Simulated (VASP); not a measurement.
# BaS (I4/mmm) in VASP: further runs

BaS is run at these levels: PBE, r2SCAN; tasks: single point.

Program: VASP 6.6.1. These are calculated values, not measurements. Logs are shortened: lines on timing, memory, paths and dates and some standing lists are left out, and cuts for length are marked.

### 1 The cell of the first run

Symmetry: I4/mmm, No. 139, tetragonal system. The conventional cell has a = 4.542 Å, b = 4.542 Å, c = 6.089 Å, α = 90.00°, β = 90.00°, γ = 90.00°. Ba (site symmetry 4/mmm) has 6 S at 3.04 to 3.21 Å within 4.0 Å. Within 4.0 Å of S (site symmetry 4/mmm) lie 6 Ba at 3.04 to 3.21 Å.

### 2 Single point, PBE (uniaxial z strain -5.2%)

Contents of INCAR:

```
SYSTEM = BaS
PREC = Accurate ; ENCUT = 520
EDIFF = 1E-6 ; ISMEAR = -1
SIGMA = 0.02 ; LREAL = .FALSE.
LASPH = .TRUE. ; NELM = 80
ALGO = Normal ; ISIF = 2
LWAVE = .FALSE. ; LCHARG = .TRUE.
GGA = PE ; LELF = .TRUE.
LVHAR = .TRUE. ; NBANDS = 15
```

Contents of KPOINTS:

```
Automatic mesh
0
G
  8 8 8
  0 0 0
```

Contents of POSCAR:

```
BaS
1.0
    0.0000000000      3.2119099263      3.0445694192
    3.2119099263      0.0000000000      3.0445694192
    3.2119099263      3.2119099263      0.0000000000
Ba S
1 1
Direct
    0.0000000000      0.0000000000      0.0000000000
    0.5000000000      0.5000000000      0.5000000000
```

Potentials or basis: VASP PAW PBE potentials, release 64 (Ba_sv, S).

Launch:

```console
$ cat potpaw_PBE.64/Ba_sv/POTCAR potpaw_PBE.64/S/POTCAR > POTCAR
$ mpirun -np 1 vasp_std > vasp.out
```

OUTCAR:

```text
SYSTEM = BaS
   PREC = Accurate
   ENCUT = 520
   EDIFF = 1E-6
   ISMEAR = -1
   LREAL = .FALSE.
   LASPH = .TRUE.
   NELM = 80
   ISIF = 2
   GGA = PE

 ion  position               nearest neighbor table
   1  0.000  0.000  0.000-   2 3.04   2 3.04   2 3.21   2 3.21   2 3.21   2 3.21
   2  0.500  0.500  0.500-   1 3.04   1 3.04   1 3.21   1 3.21   1 3.21   1 3.21

  LATTYP: Found a body centered tetragonal cell.
 ALAT       =     4.5423265789
 C/A-ratio  =     1.3405330358

  Lattice vectors:

 A1 = (   0.0000000000,  -3.2119099263,  -3.0445694192)
 A2 = (   0.0000000000,   3.2119099263,  -3.0445694192)
 A3 = (   3.2119099263,   0.0000000000,   3.0445694192)

Analysis of symmetry for initial positions (statically):
=====================================================================
 Subroutine PRICEL returns:
 Original cell was already a primitive cell.

 Routine SETGRP: Setting up the symmetry group for a
 body centered tetragonal supercell.

 Subroutine GETGRP returns: Found 16 space group operations
 (whereof 16 operations were pure point group operations)
 out of a pool of 16 trial point group operations.

The static configuration has the point symmetry D_4h.

Analysis of symmetry for dynamics (positions and initial velocities):
=====================================================================
 Subroutine PRICEL returns:
 Original cell was already a primitive cell.

 Routine SETGRP: Setting up the symmetry group for a
 body centered tetragonal supercell.

 Subroutine GETGRP returns: Found 16 space group operations
 (whereof 16 operations were pure point group operations)
 out of a pool of 16 trial point group operations.

The dynamic configuration has the point symmetry D_4h.

 Subroutine INISYM returns: Found 16 space group operations
 (whereof 16 operations are pure point group operations),
 and found     1 'primitive' translations

----------------------------------------------------------------------------------------

                                     Primitive cell

  volume of cell :      62.8178

  direct lattice vectors                    reciprocal lattice vectors
     0.000000000  3.211909926  3.044569419    -0.155670617  0.155670617  0.164226835
     3.211909926  0.000000000  3.044569419     0.155670617 -0.155670617  0.164226835
     3.211909926  3.211909926  0.000000000     0.155670617  0.155670617 -0.164226835

  length of vectors
     4.425581128  4.425581128  4.542326579     0.274658216  0.274658216  0.274658216

  position of ions in fractional coordinates (direct lattice)
     0.000000000  0.000000000  0.000000000
     0.500000000  0.500000000  0.500000000

  ion indices of the primitive-cell ions
   primitive index   ion index
                 1           1
                 2           2

----------------------------------------------------------------------------------------

 KPOINTS: Automatic mesh

Automatic generation of k-mesh.
 Grid dimensions read from file:
 generate k-points for:    8    8    8

 Generating k-lattice:

  Cartesian coordinates                     Fractional coordinates (reciprocal lattice)
    -0.019458827  0.019458827  0.020528354     0.125000000  0.000000000  0.000000000
     0.019458827 -0.019458827  0.020528354     0.000000000  0.125000000  0.000000000
     0.019458827  0.019458827 -0.020528354     0.000000000  0.000000000  0.125000000

  Length of vectors
     0.034332277  0.034332277  0.034332277

  Shift w.r.t. Gamma in fractional coordinates (k-lattice)
     0.000000000  0.000000000  0.000000000

 Subroutine IBZKPT returns following result:
 ===========================================

 Found     59 irreducible k-points:

 Following reciprocal coordinates:
            Coordinates               Weight
  0.000000  0.000000  0.000000      1.000000
  0.125000  0.000000  0.000000      8.000000
  0.250000  0.000000  0.000000      8.000000
  0.375000 -0.000000  0.000000      8.000000
  0.500000  0.000000  0.000000      4.000000
  0.125000  0.125000  0.000000      2.000000
[... 16 lines left out ...]
  0.250000  0.000000  0.125000     16.000000
  0.375000 -0.000000  0.125000     16.000000
 [... further k-points ...]
   k-points           NKPTS =     59   k-points in BZ     NKDIM =     59   number of bands    NBANDS=     15
   number of dos      NEDOS =    301   number of ions     NIONS =      2
   total plane-waves  NPLWV =  46656
   dimension x,y,z NGX =    36 NGY =   36 NGZ =   36
   dimension x,y,z NGXF=    72 NGYF=   72 NGZF=   72
   ions per type =               1   1
   NGX,Y,Z   is equivalent  to a cutoff of  13.52, 13.52, 13.18 a.u.
   NGXF,Y,Z  is equivalent  to a cutoff of  27.05, 27.05, 26.35 a.u.
 SYSTEM =  BaS
   PREC   = accura    normal or accurate (medium, high low for compatibility)
   ISTART =      0    job   : 0-new  1-cont  2-samecut
   ICHARG =      2    charge: 1-file 2-atom 10-const
   ISPIN  =      1    spin polarized calculation?
   LNONCOLLINEAR =      F non collinear calculations
   LSORBIT =      F    spin-orbit coupling
   LASPH  =      T    aspherical Exc in radial PAW
   ENCUT  =  520.0 eV  38.22 Ry    6.18 a.u.   8.23  8.23  8.45*2*pi/ulx,y,z
   NELM   =     80;   NELMIN=  2; NELMDL= -5     # of ELM steps
   EDIFF  = 0.1E-05   stopping-criterion for ELM
   LREAL  =      F    real-space projection
   EDIFFG = 0.1E-04   stopping-criterion for IOM
   NSW    =      0    number of steps for IOM
   IBRION =     -1    ionic relax: 0-MD 1-quasi-New 2-CG
   NFREE  =      0    steps in history (QN), initial steepest desc. (CG)
   ISIF   =      2    stress and relaxation
   ISYM   =      2    0-nonsym 1-usesym 2-fastsym
   POTIM  = 0.5000    time-step for ionic-motion
   TEBEG  =    0.0;   TEEND  =   0.0 temperature during run
   PSTRESS=    0.0 pullay stress
   NELECT =      16.0000    total number of electrons
   NUPDOWN=      -1.0000    fix difference up-down
   EMIN   =  10.00;   EMAX   =-10.00  energy-range for DOS
   EFERMI =   0.00;   METHOD = LEGACY
   ISMEAR =    -1;   SIGMA  =   0.02  broadening in eV -4-tet -1-fermi 0-gaus
   EFERMI_NEDOS =   21; number of points for ismear=-14 and -15
   IALGO  =     38    algorithm
   IMIX   =      4    mixing-type and parameters
     AMIX     =   0.40;   BMIX     =  1.00
     AMIX_MAG =   1.60;   BMIX_MAG =  1.00
  volume/ion in A,a.u.               =      31.41       211.96
  Fermi-wavevector in a.u.,A,eV,Ry     =   1.037737  1.961039 14.652087  1.076898
  Thomas-Fermi vector in A             =   2.172189
   LORBIT       =      0    0 simple, 1 ext, 2 COOP (PROOUT), +10 PAW based schemes
   GGA     = PE    functional components
   LHFCALC =     F    Hartree Fock is set to
   AEXX    =    0.0000 exact exchange contribution
   IVDW    =     0    specifies the selected vdW correction
   LEPSILON=     F    determine dielectric tensor
   LRPA    =     F    only Hartree local field effects (RPA)
 non-spin polarized calculation
  energy-cutoff  :      520.00
  volume of cell :       62.82
 maximum number of plane-waves:      1708
 NGX is ok and might be reduce to    36
   NGX = 17   NGY = 17   NGZ = 17

 number of electron      15.9999999 magnetization

 Free energy of the ion-electron system (eV)
  ---------------------------------------------------
  ext. energy  EPLUGINS =         0.00000000
  ---------------------------------------------------
  free energy    TOTEN  =       -10.10825585 eV

  energy without entropy =      -10.10825585  energy(sigma->0) =      -10.10825585

 E-fermi :   2.2807     XC(G=0):  -8.7735

 val. band max:        1.8088151846   @ k =   0.0000   0.0000   0.0000
 cond. band min:       3.6619130670   @ k =   0.5000   0.5000   0.0000
 fundamental gap:      1.8530978824
 Fermi energy:         2.2807055111

 k-point     1 :       0.0000    0.0000    0.0000
  band No.  band energies     occupation
      1     -24.3044      2.00000
      2      -9.3778      2.00000
      3      -9.3521      2.00000
      4      -9.3521      2.00000
      5      -8.7748      2.00000
      6       1.5810      2.00000
      7       1.5810      2.00000
      8       1.8088      2.00000
      9       5.2895      0.00000
     10       5.3977      0.00000
     11       5.3977      0.00000
     12       5.7867      0.00000
     13       6.3188      0.00000
     14       6.8186      0.00000
     15      10.4610      0.00000

 k-point     2 :       0.1250    0.0000    0.0000
  band No.  band energies     occupation
      1     -24.2964      2.00000
      2      -9.7553      2.00000
      3      -9.3682      2.00000
      4      -9.3628      2.00000
      5      -8.3674      2.00000
      6       1.2073      2.00000
      7       1.3686      2.00000
      8       1.5083      2.00000
      9       5.4876      0.00000
     10       5.6618      0.00000
     11       5.8521      0.00000
     12       5.9604      0.00000
     13       6.7740      0.00000
     14       7.3546      0.00000
     15      11.1130      0.00000

 k-point     3 :       0.2500    0.0000    0.0000
  band No.  band energies     occupation
      1     -24.2772      2.00000
      2     -10.2432      2.00000
      3      -9.3884      2.00000
      4      -9.3745      2.00000
      5      -7.8363      2.00000
      6       0.4579      2.00000
      7       0.9511      2.00000
      8       0.9980      2.00000
      9       5.7833      0.00000
     10       6.3938      0.00000
     11       6.5189      0.00000
     12       7.0820      0.00000
     13       7.9201      0.00000
     14       8.6380      0.00000
     15      12.4146      0.00000
[... 343 lines left out ...]
 k-point    23 :       0.2500    0.0000    0.1250
  band No.  band energies     occupation
      1     -24.2797      2.00000
      2     -10.0564      2.00000
      3      -9.4236      2.00000
      4      -9.4014      2.00000
      5      -8.0566      2.00000
      6       0.4380      2.00000
      7       1.2326      2.00000
      8       1.4335      2.00000
      9       5.0099      0.00000
     10       6.4626      0.00000
     11       6.6151      0.00000
     12       6.9075      0.00000
     13       7.5625      0.00000
     14       8.6283      0.00000
     15      12.3756      0.00000

 k-point    24 :       0.3750   -0.0000    0.1250
  band No.  band energies     occupation
      1     -24.2604      2.00000
      2     -10.4037      2.00000
      3      -9.4383      2.00000
      4      -9.4269      2.00000
      5      -7.7013      2.00000
      6       0.0975      2.00000
      7       0.7803      2.00000
      8       0.9551      2.00000
      9       5.5158      0.00000
     10       7.4275      0.00000
     11       7.6213      0.00000
     12       7.6951      0.00000
     13       8.7726      0.00000
     14       9.7485      0.00000
     15      11.8116      0.00000

 [... further k-points ...]

------------------------ aborting loop because EDIFF is reached ----------------------------------------

  FORCE on cell =-STRESS in cart. coord.  units (eV):
  Direction    XX          YY          ZZ          XY          YZ          ZX
  --------------------------------------------------------------------------------------
  -------------------------------------------------------------------------------------
  Total        0.6408895      0.6408895      3.0841992      0.0000000      0.0000000      0.0000000
  in kB       16.3459869     16.3459869     78.6629829      0.0000000      0.0000000      0.0000000
  external PRESSURE =      37.1183189 kB  Pullay stress =       0.0000000 kB

 VOLUME and BASIS-vectors are now :
 -----------------------------------------------------------------------------
  energy-cutoff  :      520.00
  volume of cell :       62.82
      direct lattice vectors                 reciprocal lattice vectors
     0.000000000  3.211909926  3.044569419    -0.155670617  0.155670617  0.164226835
     3.211909926  0.000000000  3.044569419     0.155670617 -0.155670617  0.164226835
     3.211909926  3.211909926  0.000000000     0.155670617  0.155670617 -0.164226835

 POSITION                                       TOTAL-FORCE (eV/Angst)
 -----------------------------------------------------------------------------------
      0.00000      0.00000      0.00000        -0.000000     -0.000000      0.000000
      3.21191      3.21191      3.04457         0.000000      0.000000      0.000000
 -----------------------------------------------------------------------------------
    total drift:                                0.000000      0.000000      0.000000

  FREE ENERGIE OF THE ION-ELECTRON SYSTEM (eV)
  ---------------------------------------------------
  free  energy   TOTEN  =       -10.1082558520 eV

  energy  without entropy=      -10.1082558520  energy(sigma->0) =      -10.10825585
```

Wall time 49 s (1 thread of AMD EPYC 7R43 (Zen 3), shared host); peak memory 0.2 GiB.

What came out:

| Property | Result |
| --- | --- |
| Free energy | -10.1083 eV |
| Pressure | 3.7 GPa |
| Band gap on the k mesh | 1.85 eV (least direct gap 1.99 eV) |

Stress tensor (GPa, compression positive):
```
1.63 0.00 0.00
0.00 1.63 0.00
0.00 0.00 7.87
```

Caveat: the cell differs from its parent crystal (uniaxial z strain -5.2%); the cell stands under pressure; spin-orbit coupling is left out, which moves the levels of the heavy elements.

### 3 Single point, r2SCAN (uniaxial z strain -5.2%)

POSCAR is that of step 2.

Contents of INCAR.step1:

```
PREC = Accurate
ENCUT = 520
ISMEAR = 0
SIGMA = 0.01
LREAL = F
LASPH = T
NELM = 80
NBANDS = 15
GGA = PE
ALGO = Normal
EDIFF = 1E-4
LWAVE = T
LCHARG = F
```

Contents of INCAR.step2:

```
PREC = Accurate
ENCUT = 520
EDIFF = 1E-7
ISMEAR = 0
SIGMA = 0.01
LREAL = F
LASPH = T
NELM = 80
ALGO = Normal
ISIF = 2
LWAVE = F
LCHARG = F
METAGGA = R2SCAN
LMIXTAU = T
NBANDS = 15
ISTART = 1
```

Contents of KPOINTS:

```
Automatic mesh
0
Gamma
  8 8 8
```

Potentials or basis: VASP PAW PBE potentials, release 64 (Ba_sv, S).

Launch:

```console
$ cat potpaw_PBE.64/Ba_sv/POTCAR potpaw_PBE.64/S/POTCAR > POTCAR
$ cp INCAR.step1 INCAR
$ mpirun -np 1 vasp_std > vasp.out
$ cp INCAR.step2 INCAR
$ mpirun -np 1 vasp_std > vasp.out
```

Wall time 5 min (1 thread of AMD EPYC 7R43 (Zen 3), shared host); peak memory 0.21 GiB.

It converged, with:

| Property | Result |
| --- | --- |
| Free energy | -39.1179 eV |
| Pressure | 3.8 GPa |
| Band gap on the k mesh | 2.19 eV (least direct gap 2.34 eV) |

Stress tensor (GPa, compression positive):
```
1.57 0.00 0.00
0.00 1.57 0.00
0.00 0.00 8.32
```

Levels at points of the mesh, in eV from the valence-band top:
```tsv
k point	band 6	band 7	band 8	band 9	band 10	band 11
(0.00, 0.00, 0.00)	-0.24	-0.24	0.00	4.02	4.02	4.08
(0.50, 0.00, 0.00)	-2.17	-1.36	-1.32	5.99	6.07	6.79
(0.50, 0.50, 0.00)	-0.40	-0.36	-0.36	2.19	6.54	6.83
(0.50, 0.00, 0.50)	-0.74	-0.36	-0.09	2.25	6.20	7.01
```

Caveat: the cell differs from its parent crystal (uniaxial z strain -5.2%); the cell stands under pressure; the PAW data sets were made with another functional, which shifts forces and pressure a little; spin-orbit coupling is left out, which moves the levels of the heavy elements. A k mesh can miss the band edges.
